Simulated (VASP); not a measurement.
# HfBe2Si2: relaxation of cell and atoms with PBE

Crystal: HfBe2Si2.

```
Hf Be Si
1.0
     3.44106    0.00000    0.00000
    -1.72053    2.98005    0.00000
     0.00000    0.00000    5.69697
Hf Be Si
1 2 2
Direct
  0.00000 0.00000 0.00000
  0.33333 0.66667 0.37649
  0.66667 0.33333 0.62351
  0.33333 0.66667 0.74630
  0.66667 0.33333 0.25370
```

The cell was generated, and may not be a known phase.

```
Program                : VASP 6.6.1
Task                   : relaxation of cell and atoms
Functional             : PBE
Potentials or basis    : VASP PAW PBE potentials, release 64 (Hf_pv, Be, Si)
Cutoff                 : 600 eV
k mesh                 : 6 × 6 × 4
Occupations            : gaussian, width 0.1 eV
Spin                   : no spin polarisation
Dipole correction      : no
Further INCAR settings : ALGO = Normal; EDIFF = 1e-06; IBRION = 2; EDIFFG = -0.04; NSW = 90; ISIF = 3
```

- Relaxed volume: 14.58 Å³/atom
- Relaxed cell: a = 3.786 Å, b = 3.786 Å, c = 5.873 Å, α = 90.00°, β = 90.00°, γ = 120.00°
- Space group after relaxing (to 0.1 Å): P-3m1 (No. 164)
- Energy gained by relaxing: 441.6 meV/atom
- Ionic steps: 15
- Pressure after relaxing: 0.0 GPa
- Largest force after relaxing: 0.038 eV/Å
- Band gap on the k mesh: zero (bands 11 and 12 overlap by 1.26 eV)

Forces on the atoms (eV/Å):
```
Hf   0.000  0.000  0.000
Be   0.000  0.000 -0.038
Be   0.000  0.000  0.038
Si   0.000  0.000  0.015
Si   0.000  0.000 -0.015
```

Stress tensor (GPa, compression positive):
```
 0.12  0.00  0.00
 0.00  0.12  0.00
 0.00  0.00 -0.16
```

The path:
```tsv
step	energy change (eV)	largest force (eV/Å)	pressure (GPa)	volume (Å³)
1	0.0000	1.6161	44.15	58.42
2	-1.1302	0.4336	-14.84	90.09
3	-1.9604	0.5410	-0.64	75.15
4	-1.9607	0.5455	-0.10	74.79
5	-1.9875	0.4857	-0.09	74.71
6	-2.0545	0.3205	0.00	74.46
7	-2.1394	0.4217	0.24	73.94
8	-2.1028	0.7351	1.11	72.83
9	-2.1610	0.5507	0.52	73.56
10	-2.1906	0.1927	-1.34	74.23
11	-2.1913	0.1321	-1.66	74.35
12	-2.2058	0.0781	0.88	72.27
13	-2.2069	0.0649	0.32	72.71
14	-2.2080	0.0300	-0.07	72.96
15	-2.2081	0.0380	0.02	72.90
```

Final structure:
```xyz
5
Lattice="3.7858 0.0000 0.0000 -1.8929 3.2786 0.0000 0.0000 0.0000 5.8734" Properties=species:S:1:pos:R:3 pbc="T T T"
Hf    0.0000    0.0000    0.0000
Be    0.0000    2.1858    1.7955
Be    1.8929    1.0929    4.0779
Si    0.0000    2.1858    4.1849
Si    1.8929    1.0929    1.6884
```

Levels at points of the mesh, in eV from the Fermi level:
```csv
k point,band 8,band 9,band 10,band 11,band 12,band 13,band 14,band 15
"(0.00, 0.00, 0.00)",-2.13,0.44,0.44,0.81,1.00,1.00,2.43,2.43
"(0.50, 0.00, 0.00)",-2.96,-2.95,-2.56,-2.18,-0.45,3.04,3.35,3.67
"(0.00, 0.00, 0.50)",-1.60,-1.60,-0.67,-0.67,0.16,0.16,2.27,3.47
"(0.50, 0.00, 0.50)",-3.21,-2.32,-1.26,-1.04,0.57,2.13,2.43,2.72
```

It took 2.6 min on 1 thread of Intel(R) Xeon(R) Platinum 8559C (Emerald Rapids), on a shared host, peak memory 0.21 GiB.

Caveat: the volume moved by over 15 % at a fixed basis, so the end points are rough; spin-orbit coupling is left out, which moves the levels of the heavy elements.
